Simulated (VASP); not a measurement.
# Na (a cell with a defect) in VASP: single point with LDA

Aim: the single point of Na (a cell with a defect) with LDA.

Program: VASP 6.6.1. These are calculated values, not measurements. Logs are shortened: lines on timing, memory, paths and dates and some standing lists are left out, and cuts for length are marked.

### 1 The cell of the first run

The cell holds a defect, 31 atoms: a = 11.457 Å, b = 11.457 Å, c = 11.457 Å, α = 60.00°, β = 60.00°, γ = 60.00°.

### 2 Single point, LDA (atoms taken out, then relaxed in part)

The input, INCAR:

```
SYSTEM = Na
  PREC = Accurate
  ENCUT = 520
  EDIFF = 1E-6
  ISMEAR = 0
  SIGMA = 0.1
  LREAL = Auto
  LASPH = .TRUE.
  NELM = 100
  ALGO = Fast
  ISIF = 2
  LWAVE = .FALSE.
  LCHARG = .TRUE.
  GGA = CA
  LELF = .TRUE.
  LVHAR = .TRUE.
  NBANDS = 130
```

The input, KPOINTS:

```
Automatic mesh
0
G
  3 3 3
  0 0 0
```

The input, POSCAR:

```
Na
1.0
    8.1012357520      0.0000000000     -8.1012357520
    8.1012357520     -8.1012357520      0.0000000000
    0.0000000000     -8.1012357520     -8.1012357520
Na
31
Direct
    0.8750000000      0.3750000000      0.8750000000
    0.3750000000      0.8750000000      0.8750000000
    0.7577183374      0.7577183374      0.7577183374
    0.3750000000      0.3750000000      0.8750000000
    0.7577183374      0.2268449879      0.7577183374
    0.2268449879      0.7577183374      0.7577183374
    0.6250000000      0.6250000000      0.6250000000
    0.8750000000      0.8750000000      0.3750000000
    0.2484223095      0.2484223095      0.7547330714
    0.6167406426      0.1332593574      0.6167406426
    0.1332593574      0.6167406426      0.6167406426
    0.5015776905      0.5015776905      0.5015776905
    0.8750000000      0.3750000000      0.3750000000
    0.3750000000      0.8750000000      0.3750000000
    0.7577183374      0.7577183374      0.2268449879
    0.1332593574      0.1332593574      0.6167406426
    0.5015776905     -0.0047330714      0.5015776905
   -0.0047330714      0.5015776905      0.5015776905
    0.3750000000      0.3750000000      0.3750000000
    0.7547330714      0.2484223095      0.2484223095
    0.2484223095      0.7547330714      0.2484223095
    0.6167406426      0.6167406426      0.1332593574
   -0.0077183374      0.9922816626      0.5231550121
    0.2484223095      0.2484223095      0.2484223095
    0.6167406426      0.1332593574      0.1332593574
    0.1332593574      0.6167406426      0.1332593574
    0.5015776905      0.5015776905     -0.0047330714
    0.1250000000      0.1250000000      0.1250000000
    0.5231550121     -0.0077183374     -0.0077183374
   -0.0077183374      0.5231550121     -0.0077183374
   -0.0077183374     -0.0077183374     -0.0077183374
```

Potentials or basis: VASP PAW LDA potentials, release 64 (Na_pv).

Command:

```
$ cat potpaw_LDA.64/Na_pv/POTCAR > POTCAR
$ mpirun -np 1 vasp_std > vasp.out
```

OUTCAR:

```text
SYSTEM = Na
   PREC = Accurate
   ENCUT = 520
   EDIFF = 1E-6
   ISMEAR = 0
   LREAL = Auto
   LASPH = .TRUE.
   NELM = 100
   ISIF = 2
   GGA = CA

 ion  position               nearest neighbor table
   1  0.875  0.375  0.875-
   2  0.375  0.875  0.875-
   3  0.758  0.758  0.758-
   4  0.375  0.375  0.875-
   5  0.758  0.227  0.758-
   6  0.227  0.758  0.758-
[... 23 lines left out ...]
  30  0.992  0.523  0.992-
  31  0.992  0.992  0.992-

  LATTYP: Found a face centered cubic cell.
 ALAT       =    16.2024715040

  Lattice vectors:

 A1 = (   8.1012357520,   0.0000000000,  -8.1012357520)
 A2 = (   8.1012357520,  -8.1012357520,   0.0000000000)
 A3 = (   0.0000000000,  -8.1012357520,  -8.1012357520)

Analysis of symmetry for initial positions (statically):
=====================================================================
 Subroutine PRICEL returns:
 Original cell was already a primitive cell.

 Routine SETGRP: Setting up the symmetry group for a
 face centered cubic supercell.

 Subroutine GETGRP returns: Found 48 space group operations
 (whereof  6 operations were pure point group operations)
 out of a pool of 48 trial point group operations.

The static configuration has the point symmetry C_3v.
 The point group associated with its full space group is O_h .

Analysis of symmetry for dynamics (positions and initial velocities):
=====================================================================
 Subroutine PRICEL returns:
 Original cell was already a primitive cell.

 Routine SETGRP: Setting up the symmetry group for a
 face centered cubic supercell.

 Subroutine GETGRP returns: Found 48 space group operations
 (whereof  6 operations were pure point group operations)
 out of a pool of 48 trial point group operations.

The dynamic configuration has the point symmetry C_3v.
 The point group associated with its full space group is O_h .

 Subroutine INISYM returns: Found 48 space group operations
 (whereof  6 operations are pure point group operations),
 and found     1 'primitive' translations

----------------------------------------------------------------------------------------

                                     Primitive cell

  volume of cell :    1063.3685

  direct lattice vectors                    reciprocal lattice vectors
     8.101235752  0.000000000 -8.101235752     0.061718979  0.061718979 -0.061718979
     8.101235752 -8.101235752  0.000000000     0.061718979 -0.061718979  0.061718979
     0.000000000 -8.101235752 -8.101235752    -0.061718979 -0.061718979 -0.061718979

  length of vectors
    11.456877472 11.456877472 11.456877472     0.106900408  0.106900408  0.106900408

  position of ions in fractional coordinates (direct lattice)
     0.875000000  0.375000000  0.875000000
     0.375000000  0.875000000  0.875000000
     0.757718337  0.757718337  0.757718337
     0.375000000  0.375000000  0.875000000
     0.757718337  0.226844988  0.757718337
     0.226844988  0.757718337  0.757718337
[... 23 lines left out ...]
     0.992281663  0.523155012  0.992281663
     0.992281663  0.992281663  0.992281663

  ion indices of the primitive-cell ions
   primitive index   ion index
                 1           1
                 2           2
                 3           3
                 4           4
                 5           5
                 6           6
[... 23 lines left out ...]
                30          30
                31          31

----------------------------------------------------------------------------------------

 KPOINTS: Automatic mesh

Automatic generation of k-mesh.
 Grid dimensions read from file:
 generate k-points for:    3    3    3

 Generating k-lattice:

  Cartesian coordinates                     Fractional coordinates (reciprocal lattice)
     0.020572993  0.020572993 -0.020572993     0.333333333  0.000000000  0.000000000
     0.020572993 -0.020572993  0.020572993     0.000000000  0.333333333  0.000000000
    -0.020572993 -0.020572993 -0.020572993     0.000000000  0.000000000  0.333333333

  Length of vectors
     0.035633469  0.035633469  0.035633469

  Shift w.r.t. Gamma in fractional coordinates (k-lattice)
     0.000000000  0.000000000  0.000000000

 Subroutine IBZKPT returns following result:
 ===========================================

 Found      4 irreducible k-points:

 Following reciprocal coordinates:
            Coordinates               Weight
  0.000000  0.000000  0.000000      1.000000
  0.333333  0.000000  0.000000      8.000000
  0.333333  0.333333  0.000000      6.000000
 -0.333333  0.333333  0.000000     12.000000
   k-points           NKPTS =      4   k-points in BZ     NKDIM =      4   number of bands    NBANDS=    130
   number of dos      NEDOS =    301   number of ions     NIONS =     31
   total plane-waves  NPLWV = 729000
   dimension x,y,z NGX =    90 NGY =   90 NGZ =   90
   dimension x,y,z NGXF=   180 NGYF=  180 NGZF=  180
   ions per type =              31
   NGX,Y,Z   is equivalent  to a cutoff of  13.06, 13.06, 13.06 a.u.
   NGXF,Y,Z  is equivalent  to a cutoff of  26.12, 26.12, 26.12 a.u.
 SYSTEM =  Na
   PREC   = accura    normal or accurate (medium, high low for compatibility)
   ISTART =      0    job   : 0-new  1-cont  2-samecut
   ICHARG =      2    charge: 1-file 2-atom 10-const
   ISPIN  =      1    spin polarized calculation?
   LNONCOLLINEAR =      F non collinear calculations
   LSORBIT =      F    spin-orbit coupling
   LASPH  =      T    aspherical Exc in radial PAW
   ENCUT  =  520.0 eV  38.22 Ry    6.18 a.u.  21.30 21.30 21.30*2*pi/ulx,y,z
   NELM   =    100;   NELMIN=  2; NELMDL= -5     # of ELM steps
   EDIFF  = 0.1E-05   stopping-criterion for ELM
   LREAL  =      T    real-space projection
   EDIFFG = 0.1E-04   stopping-criterion for IOM
   NSW    =      0    number of steps for IOM
   IBRION =     -1    ionic relax: 0-MD 1-quasi-New 2-CG
   NFREE  =      0    steps in history (QN), initial steepest desc. (CG)
   ISIF   =      2    stress and relaxation
   ISYM   =      2    0-nonsym 1-usesym 2-fastsym
   POTIM  = 0.5000    time-step for ionic-motion
   TEBEG  =    0.0;   TEEND  =   0.0 temperature during run
   PSTRESS=    0.0 pullay stress
   NELECT =     217.0000    total number of electrons
   NUPDOWN=      -1.0000    fix difference up-down
   EMIN   =  10.00;   EMAX   =-10.00  energy-range for DOS
   EFERMI =   0.00;   METHOD = LEGACY
   ISMEAR =     0;   SIGMA  =   0.10  broadening in eV -4-tet -1-fermi 0-gaus
   EFERMI_NEDOS =   21; number of points for ismear=-14 and -15
   IALGO  =     68    algorithm
   IMIX   =      4    mixing-type and parameters
     AMIX     =   0.40;   BMIX     =  1.00
     AMIX_MAG =   1.60;   BMIX_MAG =  1.00
  volume/ion in A,a.u.               =      34.30       231.48
  Fermi-wavevector in a.u.,A,eV,Ry     =   0.963829  1.821373 12.639363  0.928967
  Thomas-Fermi vector in A             =   2.093408
   LORBIT       =      0    0 simple, 1 ext, 2 COOP (PROOUT), +10 PAW based schemes
   GGA     = CA    functional components
   LHFCALC =     F    Hartree Fock is set to
   AEXX    =    0.0000 exact exchange contribution
   IVDW    =     0    specifies the selected vdW correction
   LEPSILON=     F    determine dielectric tensor
   LRPA    =     F    only Hartree local field effects (RPA)
 non-spin polarized calculation
 RMM-DIIS sequential band-by-band and
 Gauss-broadening in eV      SIGMA  =   0.10
  energy-cutoff  :      520.00
  volume of cell :     1063.37
 maximum number of plane-waves:     28654
 NGX is ok and might be reduce to    90
   NGX = 43   NGY = 43   NGZ = 43

 number of electron     217.0000000 magnetization

 Free energy of the ion-electron system (eV)
  ---------------------------------------------------
  ext. energy  EPLUGINS =         0.00000000
  ---------------------------------------------------
  free energy    TOTEN  =       -44.55986747 eV

  energy without entropy =      -44.47852944  energy(sigma->0) =      -44.51919846

 E-fermi :   0.4134     XC(G=0):  -6.9412

 val. band max:        0.3336684695   @ k =   0.3333   0.0000   0.0000
 cond. band min:       0.4438936397   @ k =  -0.3333   0.3333   0.0000
 fundamental gap:      0.1102251703
 Fermi energy:         0.4133540135

 k-point     1 :       0.0000    0.0000    0.0000
  band No.  band energies     occupation
      1     -24.5707      2.00000
      2     -24.5707      2.00000
      3     -24.5707      2.00000
      4     -24.5683      2.00000
      5     -24.5683      2.00000
      6     -24.5683      2.00000
[... 112 lines left out ...]
    119       1.7232      0.00000
    120       1.9101      0.00000

 k-point     2 :       0.3333    0.0000    0.0000
  band No.  band energies     occupation
      1     -24.5700      2.00000
      2     -24.5700      2.00000
      3     -24.5697      2.00000
      4     -24.5688      2.00000
      5     -24.5688      2.00000
      6     -24.5687      2.00000
[... 112 lines left out ...]
    119       1.8835      0.00000
    120       1.9013      0.00000

 k-point     3 :       0.3333    0.3333    0.0000
  band No.  band energies     occupation
      1     -24.5698      2.00000
      2     -24.5697      2.00000
      3     -24.5697      2.00000
      4     -24.5688      2.00000
      5     -24.5687      2.00000
      6     -24.5687      2.00000
[... 112 lines left out ...]
    119       1.9732      0.00000
    120       2.0257      0.00000

 k-point     4 :      -0.3333    0.3333    0.0000
  band No.  band energies     occupation
      1     -24.5694      2.00000
      2     -24.5693      2.00000
      3     -24.5693      2.00000
      4     -24.5691      2.00000
      5     -24.5691      2.00000
      6     -24.5691      2.00000
[... 112 lines left out ...]
    119       1.2912      0.00000
    120       1.6973      0.00000
 [bands above 120 left out]

------------------------ aborting loop because EDIFF is reached ----------------------------------------

  FORCE on cell =-STRESS in cart. coord.  units (eV):
  Direction    XX          YY          ZZ          XY          YZ          ZX
  --------------------------------------------------------------------------------------
  -------------------------------------------------------------------------------------
  Total       -0.8713165     -0.8713165     -0.8713165      0.0000000      0.0000000      0.0000000
  in kB       -1.3128125     -1.3128125     -1.3128125      0.0000000      0.0000000      0.0000000
  external PRESSURE =      -1.3128125 kB  Pullay stress =       0.0000000 kB

 VOLUME and BASIS-vectors are now :
 -----------------------------------------------------------------------------
  energy-cutoff  :      520.00
  volume of cell :     1063.37
      direct lattice vectors                 reciprocal lattice vectors
     8.101235752  0.000000000 -8.101235752     0.061718979  0.061718979 -0.061718979
     8.101235752 -8.101235752  0.000000000     0.061718979 -0.061718979  0.061718979
     0.000000000 -8.101235752 -8.101235752    -0.061718979 -0.061718979 -0.061718979

 POSITION                                       TOTAL-FORCE (eV/Angst)
 -----------------------------------------------------------------------------------
     10.12654    -10.12654    -14.17716        -0.000000      0.000000      0.000000
     10.12654    -14.17716    -10.12654        -0.000000      0.000000      0.000000
     12.27691    -12.27691    -12.27691        -0.000684      0.000684      0.000684
      6.07593    -10.12654    -10.12654        -0.000000      0.000000      0.000000
      7.97618     -7.97618    -12.27691         0.000684     -0.000684      0.000684
      7.97618    -12.27691     -7.97618         0.000684      0.000684     -0.000684
[... 23 lines left out ...]
     12.27691    -12.27691    -16.07742        -0.000684      0.000684     -0.000684
     16.07742    -16.07742    -16.07742         0.000684     -0.000684     -0.000684
 -----------------------------------------------------------------------------------
    total drift:                               -0.000003      0.000003      0.000003

  FREE ENERGIE OF THE ION-ELECTRON SYSTEM (eV)
  ---------------------------------------------------
  free  energy   TOTEN  =       -44.5598674743 eV

  energy  without entropy=      -44.4785294387  energy(sigma->0) =      -44.51919846
```

Wall time 26 min (1 thread of Intel Xeon 6975P-C (Granite Rapids), shared host); peak memory 1.1 GiB.

Results:

| Property | Result |
| --- | --- |
| Free energy | -44.5599 eV |
| Pressure | -0.1 GPa |
| Largest force | 0.006 eV/Å |
| Band gap on the k mesh | zero (an odd number of electrons rules out a gap without spin polarisation) |

Forces on the atoms (eV/Å):
```
Na   0.000  0.000  0.000
Na   0.000  0.000  0.000
Na  -0.001  0.001  0.001
Na   0.000  0.000  0.000
Na   0.001 -0.001  0.001
Na   0.001  0.001 -0.001
Na   0.000  0.000  0.000
Na   0.000  0.000  0.000
Na  -0.001 -0.001 -0.001
Na   0.000  0.000 -0.006
Na   0.000 -0.006  0.000
Na   0.001 -0.001 -0.001
Na   0.000  0.000  0.000
Na   0.000  0.000  0.000
Na  -0.001 -0.001 -0.001
Na  -0.006  0.000  0.000
Na  -0.001  0.001 -0.001
Na  -0.001 -0.001  0.001
Na   0.000  0.000  0.000
Na   0.001  0.001 -0.001
Na   0.001 -0.001  0.001
Na   0.006  0.000  0.000
Na   0.001  0.001  0.001
Na  -0.001  0.001  0.001
Na   0.000  0.006  0.000
Na   0.000  0.000  0.006
Na   0.001  0.001  0.001
Na   0.000  0.000  0.000
Na  -0.001 -0.001  0.001
Na  -0.001  0.001 -0.001
Na   0.001 -0.001 -0.001
```

Caveat: the cell differs from its parent crystal (atoms taken out, then relaxed in part).

The gap in the log of VASP goes by the Fermi energy; the results here count the filled bands.